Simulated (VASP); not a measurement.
# Pd (Fm-3m) in VASP: notebook

Runs on Pd. Level: LDA. Tasks: single point, relaxation of volume and atoms at fixed shape.

Everything below comes from runs of VASP 6.6.1. Logs are shortened: lines on timing, memory, paths and dates and some standing lists are left out, and cuts for length are marked.

## 1. The cell of the first run

Symmetry: Fm-3m, No. 225, cubic system. Conventional cell: a = 3.842 Å, b = 3.842 Å, c = 3.842 Å, α = 90.00°, β = 90.00°, γ = 90.00°. Pd (site symmetry m-3m) has 12 Pd at 2.72 Å within 3.6 Å.

## 2. Single point, LDA

Contents of INCAR:

```
PREC = Accurate
ENCUT = 500
EDIFF = 1E-6
ISMEAR = 0
SIGMA = 0.05
LREAL = False
LASPH = True
NELM = 120
ALGO = Normal
ISIF = 2
LWAVE = False
LCHARG = False
GGA = CA
NBANDS = 11
GGA_COMPAT = False
```

Contents of KPOINTS:

```
regular mesh
0
Gamma
  11 11 11
```

Contents of POSCAR:

```
Pd
1.0
    0.0000000000      1.9209933222      1.9209933222
    1.9209933222      0.0000000000      1.9209933222
    1.9209933222      1.9209933222      0.0000000000
Pd
1
Direct
    0.0000000000      0.0000000000      0.0000000000
```

Potentials or basis: VASP PAW LDA potentials, release 64 (Pd).

The run is started by

```sh
$ cat potpaw_LDA.64/Pd/POTCAR > POTCAR
$ mpirun -np 1 vasp_std > vasp.out
```

OUTCAR:

```text
PREC = Accurate
   ENCUT = 500
   EDIFF = 1E-6
   ISMEAR = 0
   LREAL = False
   LASPH = True
   NELM = 120
   ISIF = 2
   GGA = CA

 ion  position               nearest neighbor table
   1  0.000  0.000  0.000-

  LATTYP: Found a face centered cubic cell.
 ALAT       =     3.8419866444

  Lattice vectors:

 A1 = (   0.0000000000,   1.9209933222,   1.9209933222)
 A2 = (   1.9209933222,   0.0000000000,   1.9209933222)
 A3 = (   1.9209933222,   1.9209933222,   0.0000000000)

Analysis of symmetry for initial positions (statically):
=====================================================================
 Subroutine PRICEL returns:
 Original cell was already a primitive cell.

 Routine SETGRP: Setting up the symmetry group for a
 face centered cubic supercell.

 Subroutine GETGRP returns: Found 48 space group operations
 (whereof 48 operations were pure point group operations)
 out of a pool of 48 trial point group operations.

The static configuration has the point symmetry O_h .

Analysis of symmetry for dynamics (positions and initial velocities):
=====================================================================
 Subroutine PRICEL returns:
 Original cell was already a primitive cell.

 Routine SETGRP: Setting up the symmetry group for a
 face centered cubic supercell.

 Subroutine GETGRP returns: Found 48 space group operations
 (whereof 48 operations were pure point group operations)
 out of a pool of 48 trial point group operations.

The dynamic configuration has the point symmetry O_h .

 Subroutine INISYM returns: Found 48 space group operations
 (whereof 48 operations are pure point group operations),
 and found     1 'primitive' translations

----------------------------------------------------------------------------------------

                                     Primitive cell

  volume of cell :      14.1778

  direct lattice vectors                    reciprocal lattice vectors
     0.000000000  1.920993322  1.920993322    -0.260282008  0.260282008  0.260282008
     1.920993322  0.000000000  1.920993322     0.260282008 -0.260282008  0.260282008
     1.920993322  1.920993322  0.000000000     0.260282008  0.260282008 -0.260282008

  length of vectors
     2.716694809  2.716694809  2.716694809     0.450821663  0.450821663  0.450821663

  position of ions in fractional coordinates (direct lattice)
     0.000000000  0.000000000  0.000000000

  ion indices of the primitive-cell ions
   primitive index   ion index
                 1           1

----------------------------------------------------------------------------------------

 KPOINTS: regular mesh

Automatic generation of k-mesh.
 Grid dimensions read from file:
 generate k-points for:   11   11   11

 Generating k-lattice:

  Cartesian coordinates                     Fractional coordinates (reciprocal lattice)
    -0.023662001  0.023662001  0.023662001     0.090909091  0.000000000  0.000000000
     0.023662001 -0.023662001  0.023662001     0.000000000  0.090909091  0.000000000
     0.023662001  0.023662001 -0.023662001     0.000000000  0.000000000  0.090909091

  Length of vectors
     0.040983788  0.040983788  0.040983788

  Shift w.r.t. Gamma in fractional coordinates (k-lattice)
     0.000000000  0.000000000  0.000000000

 Subroutine IBZKPT returns following result:
 ===========================================

 Found     56 irreducible k-points:

 Following reciprocal coordinates:
            Coordinates               Weight
  0.000000  0.000000  0.000000      1.000000
  0.090909  0.000000  0.000000      8.000000
  0.181818  0.000000  0.000000      8.000000
  0.272727  0.000000  0.000000      8.000000
  0.363636  0.000000  0.000000      8.000000
  0.454545  0.000000  0.000000      8.000000
[... 16 lines left out ...]
 -0.272727  0.181818  0.000000     24.000000
 -0.181818  0.181818  0.000000     12.000000
 [... further k-points ...]
   k-points           NKPTS =     56   k-points in BZ     NKDIM =     56   number of bands    NBANDS=     11
   number of dos      NEDOS =    301   number of ions     NIONS =      1
   total plane-waves  NPLWV =   8000
   dimension x,y,z NGX =    20 NGY =   20 NGZ =   20
   dimension x,y,z NGXF=    40 NGYF=   40 NGZF=   40
   ions per type =               1
   NGX,Y,Z   is equivalent  to a cutoff of  12.24, 12.24, 12.24 a.u.
   NGXF,Y,Z  is equivalent  to a cutoff of  24.48, 24.48, 24.48 a.u.
 SYSTEM =  unknown system
   PREC   = accura    normal or accurate (medium, high low for compatibility)
   ISTART =      0    job   : 0-new  1-cont  2-samecut
   ICHARG =      2    charge: 1-file 2-atom 10-const
   ISPIN  =      1    spin polarized calculation?
   LNONCOLLINEAR =      F non collinear calculations
   LSORBIT =      F    spin-orbit coupling
   LASPH  =      T    aspherical Exc in radial PAW
   ENCUT  =  500.0 eV  36.75 Ry    6.06 a.u.   4.95  4.95  4.95*2*pi/ulx,y,z
   NELM   =    120;   NELMIN=  2; NELMDL= -5     # of ELM steps
   EDIFF  = 0.1E-05   stopping-criterion for ELM
   LREAL  =      F    real-space projection
   EDIFFG = 0.1E-04   stopping-criterion for IOM
   NSW    =      0    number of steps for IOM
   IBRION =     -1    ionic relax: 0-MD 1-quasi-New 2-CG
   NFREE  =      0    steps in history (QN), initial steepest desc. (CG)
   ISIF   =      2    stress and relaxation
   ISYM   =      2    0-nonsym 1-usesym 2-fastsym
   POTIM  = 0.5000    time-step for ionic-motion
   TEBEG  =    0.0;   TEEND  =   0.0 temperature during run
   PSTRESS=    0.0 pullay stress
   NELECT =      10.0000    total number of electrons
   NUPDOWN=      -1.0000    fix difference up-down
   EMIN   =  10.00;   EMAX   =-10.00  energy-range for DOS
   EFERMI =   0.00;   METHOD = LEGACY
   ISMEAR =     0;   SIGMA  =   0.05  broadening in eV -4-tet -1-fermi 0-gaus
   EFERMI_NEDOS =   21; number of points for ismear=-14 and -15
   IALGO  =     38    algorithm
   IMIX   =      4    mixing-type and parameters
     AMIX     =   0.40;   BMIX     =  1.00
     AMIX_MAG =   1.60;   BMIX_MAG =  1.00
  volume/ion in A,a.u.               =      14.18        95.68
  Fermi-wavevector in a.u.,A,eV,Ry     =   1.457266  2.753834 28.893681  2.123626
  Thomas-Fermi vector in A             =   2.574088
   LORBIT       =      0    0 simple, 1 ext, 2 COOP (PROOUT), +10 PAW based schemes
   GGA     = CA    functional components
   LHFCALC =     F    Hartree Fock is set to
   AEXX    =    0.0000 exact exchange contribution
   IVDW    =     0    specifies the selected vdW correction
   LEPSILON=     F    determine dielectric tensor
   LRPA    =     F    only Hartree local field effects (RPA)
 non-spin polarized calculation
 Gauss-broadening in eV      SIGMA  =   0.05
  energy-cutoff  :      500.00
  volume of cell :       14.18
 maximum number of plane-waves:       369
   NGX =  9   NGY =  9   NGZ =  9

 number of electron      10.0000005 magnetization

 Free energy of the ion-electron system (eV)
  ---------------------------------------------------
  ext. energy  EPLUGINS =         0.00000000
  ---------------------------------------------------
  free energy    TOTEN  =        -6.47885937 eV

  energy without entropy =       -6.47622185  energy(sigma->0) =       -6.47754061

 E-fermi :  10.3230     XC(G=0): -13.7578

 val. band max:       10.3080039328   @ k =  -0.4545   0.3636   0.0909
 cond. band min:      10.3441523994   @ k =   0.4545   0.1818   0.0000
 fundamental gap:      0.0361484666
 Fermi energy:        10.3229719784

 k-point     1 :       0.0000    0.0000    0.0000
  band No.  band energies     occupation
      1       2.7359      2.00000
      2       7.2454      2.00000
      3       7.2454      2.00000
      4       7.2454      2.00000
      5       8.9991      2.00000
      6       8.9991      2.00000
      7      27.4236      0.00000
      8      32.3693      0.00000
      9      32.3693      0.00000
     10      32.3693      0.00000
     11      35.9656      0.00000

 k-point     2 :       0.0909    0.0000    0.0000
  band No.  band energies     occupation
      1       3.0434      2.00000
      2       7.1361      2.00000
      3       7.3521      2.00000
      4       7.3521      2.00000
      5       8.9495      2.00000
      6       8.9495      2.00000
      7      27.7609      0.00000
      8      30.6834      0.00000
      9      32.7474      0.00000
     10      32.7474      0.00000
     11      35.9980      0.00000

 k-point     3 :       0.1818    0.0000    0.0000
  band No.  band energies     occupation
      1       3.8491      2.00000
      2       6.9784      2.00000
      3       7.5460      2.00000
      4       7.5460      2.00000
      5       8.9402      2.00000
      6       8.9402      2.00000
      7      27.3817      0.00000
      8      28.7515      0.00000
      9      33.7164      0.00000
     10      33.7164      0.00000
     11      36.1027      0.00000

 k-point     4 :       0.2727    0.0000    0.0000
  band No.  band energies     occupation
      1       4.6034      2.00000
      2       7.4118      2.00000
      3       7.5333      2.00000
      4       7.5333      2.00000
      5       9.2702      2.00000
      6       9.2702      2.00000
      7      24.2588      0.00000
      8      28.4108      0.00000
      9      34.2999      0.00000
     10      34.2999      0.00000
     11      35.9475      0.00000
[... 239 lines left out ...]
 k-point    22 :      -0.3636    0.1818    0.0000
  band No.  band energies     occupation
      1       5.4545      2.00000
      2       6.7492      2.00000
      3       7.8702      2.00000
      4       7.8829      2.00000
      5       9.6914      2.00000
      6      13.4576      0.00000
      7      19.4267      0.00000
      8      25.7715      0.00000
      9      29.3804      0.00000
     10      31.2707      0.00000
     11      36.0124      0.00000

 k-point    23 :      -0.2727    0.1818    0.0000
  band No.  band energies     occupation
      1       5.6468      2.00000
      2       6.8515      2.00000
      3       7.2503      2.00000
      4       8.0102      2.00000
      5       8.9438      2.00000
      6      11.8040      0.00000
      7      22.6600      0.00000
      8      25.8257      0.00000
      9      30.0980      0.00000
     10      33.6887      0.00000
     11      35.0770      0.00000

 k-point    24 :      -0.1818    0.1818    0.0000
  band No.  band energies     occupation
      1       5.2927      2.00000
      2       6.5072      2.00000
      3       7.4589      2.00000
      4       8.2210      2.00000
      5       8.2840      2.00000
      6      10.4630      0.00007
      7      25.5968      0.00000
      8      26.6682      0.00000
      9      31.6765      0.00000
     10      32.9868      0.00000
     11      35.8204      0.00000

 [... further k-points ...]
[... 5 lines left out ...]
  --------------------------------------------------------------------------------------
  -------------------------------------------------------------------------------------
  Total        0.0265319      0.0265319      0.0265319     -0.0000000     -0.0000000      0.0000000
  in kB        2.9982795      2.9982795      2.9982795     -0.0000000     -0.0000000      0.0000000
  external PRESSURE =       2.9982795 kB  Pullay stress =       0.0000000 kB

 VOLUME and BASIS-vectors are now :
 -----------------------------------------------------------------------------
  energy-cutoff  :      500.00
  volume of cell :       14.18
      direct lattice vectors                 reciprocal lattice vectors
     0.000000000  1.920993322  1.920993322    -0.260282008  0.260282008  0.260282008
     1.920993322  0.000000000  1.920993322     0.260282008 -0.260282008  0.260282008
     1.920993322  1.920993322  0.000000000     0.260282008  0.260282008 -0.260282008

 POSITION                                       TOTAL-FORCE (eV/Angst)
 -----------------------------------------------------------------------------------
      0.00000      0.00000      0.00000         0.000000     -0.000000      0.000000
 -----------------------------------------------------------------------------------
    total drift:                                0.000000     -0.000000      0.000000

  FREE ENERGIE OF THE ION-ELECTRON SYSTEM (eV)
  ---------------------------------------------------
  free  energy   TOTEN  =        -6.4788593714 eV

  energy  without entropy=       -6.4762218489  energy(sigma->0) =       -6.47754061
```

It took 5 s on 1 thread of Intel Xeon Platinum 8375C at 2.90GHz (Ice Lake), shared host; peak memory 0.12 GiB.

What came out:

* Free energy: -6.4789 eV
* Pressure: 0.3 GPa
* Band gap on the k mesh: zero (band 5 reaches 10.56 eV, above the bottom of band 6 at 8.94 eV)

Levels at points of the mesh, in eV from the Fermi level:
| k point | band 1 | band 2 | band 3 | band 4 | band 5 | band 6 | band 7 | band 8 | band 9 | band 10 |
| --- | --- | --- | --- | --- | --- | --- | --- | --- | --- | --- |
| (0.00, 0.00, 0.00) | -7.59 | -3.08 | -3.08 | -3.08 | -1.32 | -1.32 | 17.10 | 22.05 | 22.05 | 22.05 |

## 3. Relaxation of volume and atoms at fixed shape, LDA

This run uses another cell than the first one, of 14.75 Å³/atom, 1.040 times its volume.

Contents of INCAR:

```
  ALGO = Normal
  EDIFF = 1E-7
  EDIFFG = -0.01
  ENCUT = 500
  GGA_COMPAT = False
  IBRION = 2
  ISIF = 8
  ISMEAR = 0
  LASPH = True
  LCHARG = False
  LREAL = False
  LWAVE = False
  NELM = 120
  NELMIN = 4
  NSW = 80
  PREC = Accurate
  SIGMA = 0.05
```

Contents of KPOINTS:

```
k-points
0
Gamma
  11 11 11
```

Contents of POSCAR:

```
Pd
1.0
    0.0000000000      1.9465000000      1.9465000000
    1.9465000000      0.0000000000      1.9465000000
    1.9465000000      1.9465000000      0.0000000000
Pd
1
Direct
    0.0000000000      0.0000000000      0.0000000000
```

Potentials or basis: VASP PAW LDA potentials, release 64 (Pd).

The run is started by

```sh
$ cat potpaw_LDA.64/Pd/POTCAR > POTCAR
$ mpirun -np 1 vasp_std > vasp.out
```

OUTCAR:

```text
EDIFF = 1E-7
   EDIFFG = -0.01
   ENCUT = 500
   IBRION = 2
   ISIF = 8
   ISMEAR = 0
   LASPH = True
   LREAL = False
   NELM = 120
   NELMIN = 4
   NSW = 80
   PREC = Accurate

 ion  position               nearest neighbor table
   1  0.000  0.000  0.000-

  LATTYP: Found a face centered cubic cell.
 ALAT       =     3.8930000000

  Lattice vectors:

 A1 = (   0.0000000000,   1.9465000000,   1.9465000000)
 A2 = (   1.9465000000,   0.0000000000,   1.9465000000)
 A3 = (   1.9465000000,   1.9465000000,   0.0000000000)

Analysis of symmetry for initial positions (statically):
=====================================================================
 Subroutine PRICEL returns:
 Original cell was already a primitive cell.

 Routine SETGRP: Setting up the symmetry group for a
 face centered cubic supercell.

[... 174 lines left out ...]
 Fermi energy:         9.6222654303

 k-point     1 :       0.0000    0.0000    0.0000
  band No.  band energies     occupation
      1       2.3541      2.00000
      2       6.7364      2.00000
      3       6.7364      2.00000
      4       6.7364      2.00000
      5       8.3809      2.00000
      6       8.3809      2.00000
      7      26.7245      0.00000
      8      31.4401      0.00000
      9      31.4401      0.00000
[... 380 lines left out ...]
--------------------------------------- Ionic step        4  -------------------------------------------

 number of electron      10.0000005 magnetization

 Free energy of the ion-electron system (eV)
  ---------------------------------------------------
  ext. energy  EPLUGINS =         0.00000000
  ---------------------------------------------------
  free energy    TOTEN  =        -6.47909514 eV

  energy without entropy =       -6.47645542  energy(sigma->0) =       -6.47777528

 E-fermi :  10.3016     XC(G=0): -13.7505

 val. band max:       10.2865973950   @ k =  -0.4545   0.3636   0.0909
 cond. band min:      10.3226319158   @ k =   0.4545   0.1818   0.0000
 fundamental gap:      0.0360345208
 Fermi energy:        10.3015822625

 k-point     1 :       0.0000    0.0000    0.0000
  band No.  band energies     occupation
      1       2.7241      2.00000
      2       7.2300      2.00000
      3       7.2300      2.00000
      4       7.2300      2.00000
      5       8.9803      2.00000
      6       8.9803      2.00000
      7      27.4024      0.00000
      8      32.3413      0.00000
      9      32.3413      0.00000
[... 304 lines left out ...]
  FREE ENERGIE OF THE ION-ELECTRON SYSTEM (eV)
  ---------------------------------------------------
  free  energy   TOTEN  =        -6.4790951433 eV

  energy  without entropy=       -6.4764554171  energy(sigma->0) =       -6.47777528

 reached required accuracy - stopping structural energy minimisation
```

OSZICAR:

```text
N       E                     dE             d eps       ncg     rms          rms(c)
DAV:   1     0.365815971736E+02    0.36582E+02   -0.51244E+03  1009   0.101E+03
DAV:   2    -0.641005487057E+01   -0.42992E+02   -0.42014E+02  1089   0.192E+02
[... 29 lines left out ...]
   3 F= -.64790890E+01 E0= -.64777685E+01  d E =-.140837E-01
       N       E                     dE             d eps       ncg     rms          rms(c)
DAV:   1    -0.647916475937E+01   -0.75818E-04   -0.14180E-03  1024   0.433E-01    0.577E-02
DAV:   2    -0.647909557251E+01    0.69187E-04   -0.33821E-04  1017   0.172E-01    0.144E-02
DAV:   3    -0.647909509587E+01    0.47663E-06   -0.23501E-06  1180   0.121E-02    0.852E-03
DAV:   4    -0.647909514329E+01   -0.47418E-07   -0.80132E-07  1118   0.722E-03
   4 F= -.64790951E+01 E0= -.64777753E+01  d E =-.140899E-01
```

Run time: 12 s. Hardware: 1 thread of Intel Xeon Platinum 8375C at 2.90GHz (Ice Lake), shared host; peak memory 0.13 GiB.

What came out:

```
Free energy                            : -6.4791 eV
Relaxed volume                         : 14.19 Å³/atom
Relaxed cell                           : a = 2.718 Å, b = 2.718 Å, c = 2.718 Å, α = 60.00°, β = 60.00°, γ = 60.00°
Space group after relaxing (to 0.05 Å) : Fm-3m (No. 225)
Energy gained by relaxing              : 14.1 meV/atom
Ionic steps                            : 4
Pressure after relaxing                : 0.0 GPa
Band gap on the k mesh                 : zero (band 5 reaches 10.54 eV, above the bottom of band 6 at 8.92 eV)
```

Step by step:
```
step  energy change (eV)  largest force (eV/Å)  pressure (GPa)  volume (Å³)
   1              0.0000                0.0000           -7.80        14.75
   2              0.0347                0.0000           18.15        13.27
   3             -0.0141                0.0000           -0.18        14.21
   4             -0.0141                0.0000           -0.02        14.19
```

Final structure:
```
Pd
1.0
     0.00000    1.92175    1.92175
     1.92175    0.00000    1.92175
     1.92175    1.92175    0.00000
Pd
1
Direct
  0.00000 0.00000 0.00000
```

Levels at points of the mesh, in eV from the Fermi level:
| k point | band 2 | band 3 | band 4 | band 5 | band 6 | band 7 | band 8 | band 9 |
| --- | --- | --- | --- | --- | --- | --- | --- | --- |
| (0.00, 0.00, 0.00) | -3.07 | -3.07 | -3.07 | -1.32 | -1.32 | 17.10 | 22.04 | 22.04 |
